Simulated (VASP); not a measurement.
## GaSb: density of states with RPBE

The system is GaSb.

```xyz
2
Lattice="0.0000 3.0590 3.0590 3.0590 0.0000 3.0590 3.0590 3.0590 0.0000" Properties=species:S:1:pos:R:3 pbc="T T T"
Sb    4.5885    4.5885    4.5885
Ga    0.0000    0.0000    0.0000
```

| Item | Value |
| --- | --- |
| Program | VASP 6.6.1 |
| Task | density of states |
| Functional | RPBE |
| Potentials or basis | VASP PAW PBE potentials, release 64 (Sb, Ga_d) |
| Cutoff | 520 eV |
| k mesh | 4 × 4 × 4 |
| Occupations | fermi-dirac, width 0.05 eV |
| Spin | no spin polarisation |
| Dipole correction | no |
| k mesh for the DOS | 6 × 6 × 6 |
| Occupations for the DOS | tetrahedron |
| Further INCAR settings | ALGO = Normal; EDIFF = 1e-06; NBANDS = 16 |

* Valence electrons inside the program's atomic spheres: Sb 2.49; Ga 11.64

Levels at points of the mesh, in eV from the valence-band top:
| k point | band 7 | band 8 | band 9 | band 10 | band 11 | band 12 |
| --- | --- | --- | --- | --- | --- | --- |
| (0.00, 0.00, 0.00) | 0.00 | 0.00 | 0.00 | 0.13 | 2.77 | 2.77 |
| (0.50, 0.00, 0.00) | -6.34 | -1.16 | -1.16 | 0.48 | 3.75 | 3.75 |
| (0.50, 0.50, 0.00) | -6.79 | -2.57 | -2.57 | 0.98 | 1.35 | 8.70 |

Run time: 21 s on 1 thread of Intel Xeon 8259CL, on a shared host, peak memory 0.18 GiB.

Caveat: the k points lie up to 0.44 Å⁻¹ apart; spin-orbit coupling is left out, which moves the levels of the heavy elements.
